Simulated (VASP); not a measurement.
In2Au: electric field gradients with LDA

The system is In2Au.

```xyz
3
Lattice="0.0000 3.2401 3.2401 3.2401 0.0000 3.2401 3.2401 3.2401 0.0000" Properties=species:S:1:pos:R:3 pbc="T T T"
In    1.6201    1.6201    1.6201
In    4.8602    4.8602    4.8602
Au    0.0000    0.0000    0.0000
```

This cell differs from its parent crystal: volume scaled by 0.99.

```
Program                : VASP 6.6.1
Task                   : electric field gradients
Functional             : LDA
Potentials or basis    : VASP PAW LDA potentials, release 64 (In_d, Au)
Cutoff                 : 520 eV
k mesh                 : 10 × 10 × 10
Occupations            : fermi-dirac, width 0.05 eV
Spin                   : no spin polarisation
Dipole correction      : no
Further INCAR settings : ALGO = Normal; EDIFF = 1e-08; NBANDS = 26
```

- Pressure: -0.5 GPa

Levels at points of the mesh, in eV from the Fermi level:
| k point | band 17 | band 18 | band 19 | band 20 | band 21 | band 22 |
| --- | --- | --- | --- | --- | --- | --- |
| (0.00, 0.00, 0.00) | 0.24 | 3.12 | 3.12 | 3.12 | 3.80 | 3.80 |
| (0.50, 0.00, 0.00) | -4.71 | 0.87 | 0.87 | 1.78 | 2.77 | 3.67 |
| (0.50, 0.50, 0.00) | -4.27 | -1.92 | -1.92 | -0.26 | 2.47 | 9.04 |

It took 61 s on 1 thread of Intel(R) Xeon(R) Platinum 8259CL CPU @ 2.50GHz (Skylake/Cascade Lake), with other jobs on the host, peak memory 0.22 GiB.

Caveat: without QUAD_EFG the Cq values of the log hold for a quadrupole moment of 1 mb, not for the nuclei; spin-orbit coupling is left out, which moves the levels of the heavy elements.
